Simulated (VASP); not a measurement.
# AlNi (Cmmm) in VASP: further runs

AlNi is run at these levels: r2SCAN; tasks: single point.

Program: VASP 6.6.1. These are calculated values, not measurements. Logs are shortened: lines on timing, memory, paths and dates and some standing lists are left out, and cuts for length are marked.

### 1 The cell of the first run

The structure is orthorhombic, space group Cmmm (No. 65). The conventional cell has a = 3.877 Å, b = 3.906 Å, c = 3.099 Å, α = 90.00°, β = 90.00°, γ = 90.00°. Al (site symmetry mmm) has 8 Ni at 2.48 to 2.49 Å and 6 Al at 2.75 to 3.10 Å within 3.3 Å. Within 3.3 Å of Ni (site symmetry mmm) lie 8 Al at 2.48 to 2.49 Å and 6 Ni at 2.75 to 3.10 Å.

### 2 Single point, r2SCAN, collinear spin, ferromagnetic start

POSCAR reads:

```
AlNi
1.0
    1.9386940000     -1.9531901500      0.0000000000
    1.9386940000      1.9531901500      0.0000000000
    0.0000000000      0.0000000000      3.0994300400
Al Ni
1 1
Direct
    0.0000000000      0.0000000000      0.0000000000
    0.5000000000      0.5000000000      0.5000000000
```

INCAR.step1 reads:

```
SYSTEM = AlNi
ALGO = Normal
EDIFF = 1E-4
ENCUT = 520
GGA = PE
ISMEAR = 1
ISPIN = 2
LASPH = .True.
LCHARG = .False.
LMAXMIX = 4
LREAL = .False.
LWAVE = .True.
MAGMOM = 0 1.5
NBANDS = 18
NELM = 150
PREC = Accurate
SIGMA = 0.1
```

INCAR.step2 reads:

```
SYSTEM = AlNi
ALGO = Normal
EDIFF = 1E-7
ENCUT = 520
ISIF = 2
ISMEAR = 1
ISPIN = 2
ISTART = 1
LASPH = .True.
LCHARG = .True.
LELF = .True.
LMAXMIX = 4
LMIXTAU = .True.
LORBIT = 11
LREAL = .False.
LVHAR = .True.
LWAVE = .False.
MAGMOM = 0 1.5
METAGGA = R2SCAN
NBANDS = 18
NELM = 150
PREC = Accurate
SIGMA = 0.1
```

KPOINTS reads:

```
k-points
0
Gamma
  3 3 3
  0 0 0
```

Potentials or basis: VASP PAW PBE potentials, release 64 (Al, Ni).

Started as:

```console
$ cat potpaw_PBE.64/Al/POTCAR potpaw_PBE.64/Ni/POTCAR > POTCAR
$ cp INCAR.step1 INCAR
$ mpirun -np 1 vasp_std > vasp.out
$ cp INCAR.step2 INCAR
$ mpirun -np 1 vasp_std > vasp.out
```

OUTCAR:

```text
SYSTEM = AlNi
   EDIFF = 1E-7
   ENCUT = 520
   ISIF = 2
   ISMEAR = 1
   ISPIN = 2
   ISTART = 1
   LASPH = .True.
   LORBIT = 11
   LREAL = .False.
   METAGGA = R2SCAN
   NELM = 150
   PREC = Accurate

 ion  position               nearest neighbor table
   1  0.000  0.000  0.000-   2 2.48   2 2.48   2 2.48   2 2.48   2 2.49   2 2.49   2 2.49   2 2.49

   2  0.500  0.500  0.500-   1 2.48   1 2.48   1 2.48   1 2.48   1 2.49   1 2.49   1 2.49   1 2.49

  LATTYP: Found a base centered orthorhombic cell.
 ALAT       =     3.8773880000
 B/A-ratio  =     1.0074772759
 C/A-ratio  =     0.7993603013

  Lattice vectors:

 A1 = (   1.9386940000,  -1.9531901500,   0.0000000000)
 A2 = (   1.9386940000,   1.9531901500,   0.0000000000)
 A3 = (   0.0000000000,   0.0000000000,   3.0994300400)

Analysis of symmetry for initial positions (statically):
=====================================================================
 Subroutine PRICEL returns:
 Original cell was already a primitive cell.

 Routine SETGRP: Setting up the symmetry group for a
 base centered orthorhombic supercell.

 Subroutine GETGRP returns: Found  8 space group operations
 (whereof  8 operations were pure point group operations)
 out of a pool of  8 trial point group operations.

The static configuration has the point symmetry D_2h.

Analysis of symmetry for dynamics (positions and initial velocities):
=====================================================================
 Subroutine PRICEL returns:
 Original cell was already a primitive cell.

 Routine SETGRP: Setting up the symmetry group for a
 base centered orthorhombic supercell.

 Subroutine GETGRP returns: Found  8 space group operations
 (whereof  8 operations were pure point group operations)
 out of a pool of  8 trial point group operations.

The dynamic configuration has the point symmetry D_2h.

Analysis of structural, dynamic, and magnetic symmetry:
=====================================================================
 Subroutine PRICEL returns:
 Original cell was already a primitive cell.

 Routine SETGRP: Setting up the symmetry group for a
 base centered orthorhombic supercell.

 Subroutine GETGRP returns: Found  8 space group operations
 (whereof  8 operations were pure point group operations)
 out of a pool of  8 trial point group operations.

The overall configuration has the point symmetry D_2h.

 Subroutine INISYM returns: Found  8 space group operations
 (whereof  8 operations are pure point group operations),
 and found     1 'primitive' translations

----------------------------------------------------------------------------------------

                                     Primitive cell

  volume of cell :      23.4728

  direct lattice vectors                    reciprocal lattice vectors
     1.938694000 -1.953190150  0.000000000     0.257905580 -0.255991461  0.000000000
     1.938694000  1.953190150  0.000000000     0.257905580  0.255991461  0.000000000
     0.000000000  0.000000000  3.099430040     0.000000000  0.000000000  0.322639965

  length of vectors
     2.751996764  2.751996764  3.099430040     0.363382603  0.363382603  0.322639965

  position of ions in fractional coordinates (direct lattice)
     0.000000000  0.000000000  0.000000000
     0.500000000  0.500000000  0.500000000

  ion indices of the primitive-cell ions
   primitive index   ion index
                 1           1
                 2           2

----------------------------------------------------------------------------------------

 KPOINTS: k-points

Automatic generation of k-mesh.
 Grid dimensions read from file:
 generate k-points for:    3    3    3

 Generating k-lattice:

  Cartesian coordinates                     Fractional coordinates (reciprocal lattice)
     0.085968527 -0.085330487  0.000000000     0.333333333  0.000000000  0.000000000
     0.085968527  0.085330487  0.000000000     0.000000000  0.333333333  0.000000000
     0.000000000  0.000000000  0.107546655     0.000000000  0.000000000  0.333333333

  Length of vectors
     0.121127534  0.121127534  0.107546655

  Shift w.r.t. Gamma in fractional coordinates (k-lattice)
     0.000000000  0.000000000  0.000000000

 Subroutine IBZKPT returns following result:
 ===========================================

 Found      8 irreducible k-points:

 Following reciprocal coordinates:
            Coordinates               Weight
  0.000000  0.000000  0.000000      1.000000
  0.333333 -0.000000  0.000000      4.000000
  0.333333  0.333333  0.000000      2.000000
 -0.333333  0.333333  0.000000      2.000000
  0.000000  0.000000  0.333333      2.000000
  0.333333 -0.000000  0.333333      8.000000
  0.333333  0.333333  0.333333      4.000000
 -0.333333  0.333333  0.333333      4.000000
   k-points           NKPTS =      8   k-points in BZ     NKDIM =      8   number of bands    NBANDS=     18
   number of dos      NEDOS =    301   number of ions     NIONS =      2
   total plane-waves  NPLWV =   9600
   dimension x,y,z NGX =    20 NGY =   20 NGZ =   24
   dimension x,y,z NGXF=    40 NGYF=   40 NGZF=   48
   ions per type =               1   1
   NGX,Y,Z   is equivalent  to a cutoff of  12.08, 12.08, 12.87 a.u.
   NGXF,Y,Z  is equivalent  to a cutoff of  24.16, 24.16, 25.75 a.u.
 SYSTEM =  AlNi
   PREC   = accura    normal or accurate (medium, high low for compatibility)
   ISTART =      1    job   : 0-new  1-cont  2-samecut
   ICHARG =      0    charge: 1-file 2-atom 10-const
   ISPIN  =      2    spin polarized calculation?
   LNONCOLLINEAR =      F non collinear calculations
   LSORBIT =      F    spin-orbit coupling
   LASPH  =      T    aspherical Exc in radial PAW
   ENCUT  =  520.0 eV  38.22 Ry    6.18 a.u.   5.12  5.12  5.76*2*pi/ulx,y,z
   NELM   =    150;   NELMIN=  2; NELMDL=  0     # of ELM steps
   EDIFF  = 0.1E-06   stopping-criterion for ELM
   LREAL  =      F    real-space projection
   EDIFFG = 0.1E-05   stopping-criterion for IOM
   NSW    =      0    number of steps for IOM
   IBRION =     -1    ionic relax: 0-MD 1-quasi-New 2-CG
   NFREE  =      0    steps in history (QN), initial steepest desc. (CG)
   ISIF   =      2    stress and relaxation
   ISYM   =      2    0-nonsym 1-usesym 2-fastsym
   POTIM  = 0.5000    time-step for ionic-motion
   TEBEG  =    0.0;   TEEND  =   0.0 temperature during run
   PSTRESS=    0.0 pullay stress
   NELECT =      13.0000    total number of electrons
   NUPDOWN=      -1.0000    fix difference up-down
   EMIN   =  10.00;   EMAX   =-10.00  energy-range for DOS
   EFERMI =   0.00;   METHOD = LEGACY
   ISMEAR =     1;   SIGMA  =   0.10  broadening in eV -4-tet -1-fermi 0-gaus
   EFERMI_NEDOS =   21; number of points for ismear=-14 and -15
   IALGO  =     38    algorithm
   IMIX   =      4    mixing-type and parameters
     AMIX     =   0.40;   BMIX     =  1.00
     AMIX_MAG =   1.60;   BMIX_MAG =  1.00
  volume/ion in A,a.u.               =      11.74        79.20
  Fermi-wavevector in a.u.,A,eV,Ry     =   1.344417  2.540580 24.591955  1.807458
  Thomas-Fermi vector in A             =   2.472413
   LORBIT       =     11    0 simple, 1 ext, 2 COOP (PROOUT), +10 PAW based schemes
   METAGGA = R2SCAN    functional components
   LHFCALC =     F    Hartree Fock is set to
   AEXX    =    0.0000 exact exchange contribution
   IVDW    =     0    specifies the selected vdW correction
   LEPSILON=     F    determine dielectric tensor
   LRPA    =     F    only Hartree local field effects (RPA)
 spin polarized calculation
 Methfessel and Paxton  Order N= 1 SIGMA  =   0.10
  energy-cutoff  :      520.00
  volume of cell :       23.47
 maximum number of plane-waves:       643
   NGX = 11   NGY = 11   NGZ = 11

 number of electron      13.0000022 magnetization       0.2592588

 Free energy of the ion-electron system (eV)
  ---------------------------------------------------
  ext. energy  EPLUGINS =         0.00000000
  ---------------------------------------------------
  free energy    TOTEN  =       -19.97149041 eV

  energy without entropy =      -19.97049266  energy(sigma->0) =      -19.97115783

 E-fermi :  10.1929     XC(G=0): -13.1154

 val. band max:       10.1790345573   @ k =  -0.3333   0.3333   0.0000
 cond. band min:      10.5989594403   @ k =   0.3333  -0.0000   0.0000
 fundamental gap:      0.4199248830
 Fermi energy:        10.1929132580

 spin component 1

 k-point     1 :       0.0000    0.0000    0.0000
  band No.  band energies     occupation
      1      -1.7684      1.00000
      2       6.3491      1.00000
      3       6.3915      1.00000
      4       8.2532      1.00000
      5       8.2726      1.00000
      6       8.4541      1.00000
[... 10 lines left out ...]
     17      34.8251      0.00000
     18      34.8440      0.00000
[... 127 lines left out ...]
 k-point     8 :      -0.3333    0.3333    0.3333
  band No.  band energies     occupation
      1       3.8237      1.00000
      2       6.1001      1.00000
      3       6.3471      1.00000
      4       7.8222      1.00000
      5       7.8491      1.00000
      6       8.1022      1.00000
[... 10 lines left out ...]
     17      37.2681      0.00000
     18      40.7144      0.00000
 Fermi energy:        10.1929132580

 spin component 2

 k-point     1 :       0.0000    0.0000    0.0000
  band No.  band energies     occupation
      1      -1.6917      1.00000
      2       6.6137      1.00000
      3       6.8985      1.00000
      4       8.4029      1.00000
      5       8.4202      1.00000
      6       8.5165      1.00000
[... 10 lines left out ...]
     17      34.9525      0.00000
     18      34.9609      0.00000
[... 127 lines left out ...]
 k-point     8 :      -0.3333    0.3333    0.3333
  band No.  band energies     occupation
      1       3.9270      1.00000
      2       6.1855      1.00000
      3       6.4939      1.00000
      4       7.9909      1.00000
      5       8.2961      1.00000
      6       8.3970      1.00000
[... 10 lines left out ...]
     17      37.3560      0.00000
     18      40.7305      0.00000

------------------------ aborting loop because EDIFF is reached ----------------------------------------

  FORCE on cell =-STRESS in cart. coord.  units (eV):
  Direction    XX          YY          ZZ          XY          YZ          ZX
  --------------------------------------------------------------------------------------
  -------------------------------------------------------------------------------------
  Total       -0.0263286     -0.1397993      0.1971237      0.0000000      0.0000000      0.0000000
  in kB       -1.7971008     -9.5422336     13.4550015      0.0000000      0.0000000      0.0000000
  external PRESSURE =       0.7052224 kB  Pullay stress =       0.0000000 kB

 VOLUME and BASIS-vectors are now :
 -----------------------------------------------------------------------------
  energy-cutoff  :      520.00
  volume of cell :       23.47
      direct lattice vectors                 reciprocal lattice vectors
     1.938694000 -1.953190150  0.000000000     0.257905580 -0.255991461  0.000000000
     1.938694000  1.953190150  0.000000000     0.257905580  0.255991461  0.000000000
     0.000000000  0.000000000  3.099430040     0.000000000  0.000000000  0.322639965

 POSITION                                       TOTAL-FORCE (eV/Angst)
 -----------------------------------------------------------------------------------
      0.00000      0.00000      0.00000         0.000000      0.000000      0.000000
      1.93869      0.00000      1.54972         0.000000     -0.000000      0.000000
 -----------------------------------------------------------------------------------
    total drift:                                0.000000      0.000000      0.000000

  FREE ENERGIE OF THE ION-ELECTRON SYSTEM (eV)
  ---------------------------------------------------
  free  energy   TOTEN  =       -19.9714904093 eV

  energy  without entropy=      -19.9704926639  energy(sigma->0) =      -19.97115783

 total charge

# of ion       s       p       d       tot
------------------------------------------
    1        0.377   0.450   0.000   0.828
    2        0.495   0.566   8.465   9.525
--------------------------------------------------
tot          0.872   1.016   8.465  10.353

 magnetization (x)

# of ion       s       p       d       tot
------------------------------------------
    1        0.006   0.022   0.000   0.028
    2        0.006   0.007   0.188   0.201
--------------------------------------------------
tot          0.011   0.029   0.188   0.229
```

Run time: 16 s. Hardware: 1 thread of Intel Xeon 6975P-C (Granite Rapids), shared host; peak memory 0.14 GiB.

What came out:

| Quantity | Value |
| --- | --- |
| Free energy | -19.9715 eV |
| Pressure | 0.1 GPa |
| Net moment | 0.26 μB per cell |
| Site moments | Al +0.03; Ni +0.20 μB |
| Valence electrons inside the program's atomic spheres | Al 0.83; Ni 9.53 |

Caveat: the k points lie up to 0.76 Å⁻¹ apart; the PAW data sets were made with another functional, which shifts forces and pressure a little.

### 3 Single point, r2SCAN, collinear spin, ferromagnetic start

POSCAR is that of step 2.

INCAR.step1 reads:

```
SYSTEM = AlNi
ALGO = Normal
EDIFF = 1E-4
ENCUT = 520
GGA = PE
ISMEAR = 1
ISPIN = 2
LASPH = .TRUE.
LCHARG = .FALSE.
LMAXMIX = 4
LREAL = .FALSE.
LWAVE = .TRUE.
MAGMOM = 0 1.5
NBANDS = 18
NELM = 150
PREC = Accurate
SIGMA = 0.1
```

INCAR.step2 reads:

```
SYSTEM = AlNi
ALGO = Normal
EDIFF = 1E-6
ENCUT = 520
ISIF = 2
ISMEAR = 1
ISPIN = 2
ISTART = 1
LASPH = .TRUE.
LCHARG = .TRUE.
LELF = .TRUE.
LMAXMIX = 4
LMIXTAU = .TRUE.
LORBIT = 11
LREAL = .FALSE.
LVHAR = .TRUE.
LWAVE = .FALSE.
MAGMOM = 0 1.5
METAGGA = R2SCAN
NBANDS = 18
NELM = 150
PREC = Accurate
SIGMA = 0.1
```

KPOINTS reads:

```
k-points
0
G
  4 4 4
  0 0 0
```

Potentials or basis: VASP PAW PBE potentials, release 64 (Al, Ni).

Started as:

```console
$ cat potpaw_PBE.64/Al/POTCAR potpaw_PBE.64/Ni/POTCAR > POTCAR
$ cp INCAR.step1 INCAR
$ mpirun -np 1 vasp_std > vasp.out
$ cp INCAR.step2 INCAR
$ mpirun -np 1 vasp_std > vasp.out
```

Wall time 30 s (1 thread of Intel Xeon 6975P-C (Granite Rapids), shared host); peak memory 0.15 GiB.

The run converged. Its results:

```yaml
Free_energy: -20.0107 eV
Pressure: 0.4 GPa
Net_moment: 0.00 μB per cell
Valence_electrons_inside_the_program's_atomic_spheres: Al 0.82; Ni 9.55
```

Stress tensor (GPa, compression positive):
```
 3.68  0.00  0.00
 0.00  4.51  0.00
 0.00  0.00 -7.10
```

Levels at points of the mesh, in eV from the Fermi level:
Spin up:
```
           k point  band 3  band 4  band 5  band 6  band 7  band 8  band 9  band 10  band 11  band 12
(0.00, 0.00, 0.00)   -3.08   -1.44   -1.42   -1.13    3.38    7.65    7.77     7.81     9.23    16.13
(0.50, 0.00, 0.00)   -2.61   -2.59   -1.87   -1.30   -0.06    8.43    8.52    10.20    12.51    13.82
(0.50, 0.50, 0.00)   -2.38   -2.27   -2.26   -2.25   -0.54    2.58    3.82    11.89    14.53    14.57
(0.00, 0.00, 0.50)   -2.74   -1.90   -1.87   -1.09   -1.01    9.02   12.06    12.10    12.51    12.52
(0.50, 0.00, 0.50)   -3.39   -2.86   -1.80   -1.70   -0.99    1.69    2.66    14.92    16.57    17.41
(0.50, 0.50, 0.50)   -4.07   -0.96   -0.52    2.10    2.38    2.50    4.49     4.58     4.93     5.82
```
Spin down:
```tsv
k point	band 5	band 6	band 7	band 8	band 9	band 10
(0.00, 0.00, 0.00)	-1.42	-1.13	3.38	7.65	7.77	7.81
(0.50, 0.00, 0.00)	-1.87	-1.30	-0.06	8.43	8.52	10.20
(0.50, 0.50, 0.00)	-2.26	-2.25	-0.54	2.58	3.82	11.89
(0.00, 0.00, 0.50)	-1.87	-1.08	-1.01	9.02	12.06	12.10
(0.50, 0.00, 0.50)	-1.80	-1.70	-0.99	1.69	2.66	14.92
(0.50, 0.50, 0.50)	-0.52	2.10	2.38	2.50	4.49	4.58
```

Caveat: the k points lie up to 0.57 Å⁻¹ apart; the starting moments collapsed, and a magnetic state may lie lower; the PAW data sets were made with another functional, which shifts forces and pressure a little.

[end of part 1 of 2]
